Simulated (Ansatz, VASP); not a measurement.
## MgCdS4: VASP beside Ansatz

```
Mg Cd S
1.0
     4.46836    0.00000    0.00000
    -2.23418    3.86972    0.00000
     0.00000    0.00000    9.02920
Mg Cd S
1 1 4
Direct
  0.33333 0.66667 0.00000
  0.66667 0.33333 0.50000
  0.66667 0.33333 0.88409
  0.66667 0.33333 0.11591
  0.00000 0.00000 0.00000
  0.00000 0.00000 0.50000
```

Alike in both runs: functional PBE; k mesh 6 × 6 × 2; occupations gaussian, width 0.1 eV; no spin polarisation.

Ansatz relaxed the structure, and its values are those at the end. VASP's run is a single point on that final structure, the one shown.

```csv
,VASP,Ansatz
version,VASP 6.6.1,Ansatz 0.2.0
potentials or method,"VASP PAW PBE potentials, release 64 (Mg_sv, Cd_sv_GW, S), cutoff 750 eV","scalar-relativistic, plane waves, PAW"
valence electrons in the cell,54,54
```

|  | VASP | Ansatz | Ansatz less VASP |
| --- | --- | --- | --- |
| gap on the k mesh at the Fermi level (eV) | none | none | - |
| pressure (GPa) | -0.2 | 0.0 | +0.20 |
| rms of the force components (eV/Å) | 0.043 | 0.004 | -0.0387 |

A gap of «none» marks a metal or a gap that the smearing closes. With one functional, cell and mesh, what is left measures potentials, basis and numerics.
